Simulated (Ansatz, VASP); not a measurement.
## Zr in VASP and in Ansatz

```xyz
1
Lattice="-1.7557 1.8100 1.8100 1.8100 -1.7557 1.8100 1.8100 1.8100 -1.7557" Properties=species:S:1:pos:R:3 pbc="T T T"
Zr    0.0000    0.0000    0.0000
```

Change from the starting cell: equal xy, yz and zx shear strains of +3 %.

Alike in both runs: task single point; functional PBEsol; k mesh 14 × 14 × 14; occupations fermi-dirac, width 0.08 eV; no spin polarisation.

|  | VASP | Ansatz |
| --- | --- | --- |
| version | VASP 6.6.1 | Ansatz 0.2.0 |
| potentials or method | VASP PAW PBE potentials, release 64 (Zr_sv), cutoff 520 eV | all-electron LAPW, scalar-relativistic |

```csv
,VASP,Ansatz,Ansatz less VASP
pressure (GPa),-6.6,-6.6,-0.04
"traceless stress, the component that is largest in VASP (GPa)",-0.91,-0.91,+0.004
```

VASP's potentials were made for PBE, not for PBEsol. Ansatz ran all-electron here, and VASP with PAW potentials.
